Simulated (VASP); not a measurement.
Input of a VASP 6.6.1 run:

INCAR

```
PREC     = Accurate       # precision mode
ENCUT    = 520            # plane-wave cutoff, eV
EDIFF    = 1E-6           # SCF threshold, eV
ISMEAR   = 0              # smearing method
SIGMA    = 0.15           # smearing width, eV
LREAL    = False          # projectors in reciprocal space
LASPH    = True           # aspherical terms in the spheres
NELM     = 60             # most SCF steps
ALGO     = Normal         # electronic algorithm
ISIF     = 2              # what is computed and relaxed
LWAVE    = False          # write WAVECAR
LCHARG   = False          # write CHGCAR
GGA      = PS             # functional
IVDW     = 12             # dispersion correction
NBANDS   = 18             # bands
```

File KPOINTS:

```
Automatic mesh
0
Gamma
  12 12 8
```

Contents of POSCAR:

```
PtSe2
1.0
    4.0192794499      0.0000000000      0.0000000000
   -2.0096397250      3.4807981086      0.0000000000
    0.0000000000      0.0000000000      4.6296715343
Pt Se
1 2
Direct
    0.0000000000      0.0000000000      0.0000000000
    0.3333333333      0.6666666667      0.2721511594
    0.6666666667      0.3333333333      0.7278488406
```

Potentials or basis: VASP PAW PBE potentials, release 64 (Pt, Se).

The run is started by

```bash
$ cat potpaw_PBE.64/Pt/POTCAR potpaw_PBE.64/Se/POTCAR > POTCAR
$ mpirun -np 1 vasp_std > vasp.out
```

(1) Estimate the pressure.

(2) What does it give for the band gap on the k mesh?

(3) What does it give for the dispersion energy per atom?

Results:

(1) -16.0 GPa.

(2) zero (band 11 reaches 5.97 eV, above the bottom of band 12 at 5.16 eV).

(3) -0.401 eV.

Caveat: the cell differs from its parent crystal (normal strain along x +0.0750, normal strain along y +0.0750); the PAW data sets were made with another functional, which shifts forces and pressure a little; spin-orbit coupling is left out, which moves the levels of the heavy elements; pairwise dispersion overbinds metals, which lowers pressure and volume.
